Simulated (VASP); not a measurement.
TmTaSe4, 6 atoms in the cell. It takes space group P6/mmm (No. 191, hexagonal). The conventional cell has a = 4.734 Å, b = 4.734 Å, c = 6.367 Å, α = 90.00°, β = 90.00°, γ = 120.00°. Within 4.2 Å of Tm (site symmetry 6/mmm) lie 2 Ta at 3.18 Å and 12 Se at 3.24 Å. Within 4.1 Å of Ta (site symmetry 6/mmm) lie 12 Se at 3.09 Å and 2 Tm at 3.18 Å. Within 3.6 Å of Se (site symmetry 3m) lie 5 Se at 2.73 to 3.46 Å and 3 Ta at 3.09 Å and 3 Tm at 3.24 Å. The cell was generated, and may not be a known phase.

```yaml
Program: VASP 6.6.1
Task: single point
Functional: PBE
Potentials_or_basis: VASP PAW PBE potentials, release 64 (Tm, Ta_pv, Se)
Cutoff: 520 eV
k_mesh: 6 × 6 × 4
Occupations: gaussian, width 0.1 eV
Spin: collinear spin
Starting_moments: "[0.0, 0.29, 0.0, 0.0, 0.0, 0.0] μB"
Dipole_correction: no
Further_INCAR_settings: ALGO = Normal; EDIFF = 1e-06; NBANDS = 42
```

Potentials or basis: VASP PAW PBE potentials, release 64 (Tm, Ta_pv, Se).

Run with:

```console
$ cat potpaw_PBE.64/Tm/POTCAR potpaw_PBE.64/Ta_pv/POTCAR potpaw_PBE.64/Se/POTCAR > POTCAR
$ mpirun -np 1 vasp_std > vasp.out
```

Hardware: 1 thread of Intel(R) Xeon(R) Platinum 8375C CPU @ 2.90GHz (Ice Lake), with other jobs on the host.

Task: Estimate the wall time of this run.

Result: Wall time 11 min on 1 thread of Intel(R) Xeon(R) Platinum 8375C CPU @ 2.90GHz (Ice Lake), with other jobs on the host, peak memory 0.42 GiB. Counts: scf iterations 35, k points 21.
